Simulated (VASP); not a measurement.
Runs of VASP 6.6.1 on Li2O. The structure is that of space group Fm-3m (No. 225), or close to it. The cells are those of the table. 

```csv
cell,gap on the mesh (eV),pressure (GPa)
"a = 3.234 Å, angles 60.0, 60.0, 90.0°, 3 atoms",5.73,(a)
"a = 3.250, b = 3.250, c = 3.240 Å, angles 59.9, 59.9, 90.0°, 3 atoms",5.69,-0.9
"a = 3.169, b = 3.169, c = 3.221 Å, angles 60.5, 60.5, 90.0°, 3 atoms",5.71,3.1
"a = 3.250, b = 3.250, c = 3.237 Å, angles 59.9, 59.9, 90.0°, 3 atoms",(c),-0.7
"a = 3.201, b = 3.201, c = 3.221 Å, angles 60.2, 60.2, 90.0°, 3 atoms",(b),2.0
"a = 3.217, b = 3.217, c = 3.230 Å, angles 60.1, 60.1, 90.0°, 3 atoms",5.73,0.9
```

Alike in all rows: task single point; level r2SCAN; potentials or basis VASP PAW PBE potentials, release 64 (Li_sv, O); no spin polarisation; k mesh 8 × 8 × 8; cutoff (eV) 830; smearing gaussian 0.01 eV.

Task: Fill in the values left out.

Result: (a) 0.2; (b) 5.74; (c) 5.68.

Caveats: the PAW data sets were made with another functional, which shifts forces and pressure a little; the cell stands under pressure (at least some runs).

A k mesh can miss the band edges.
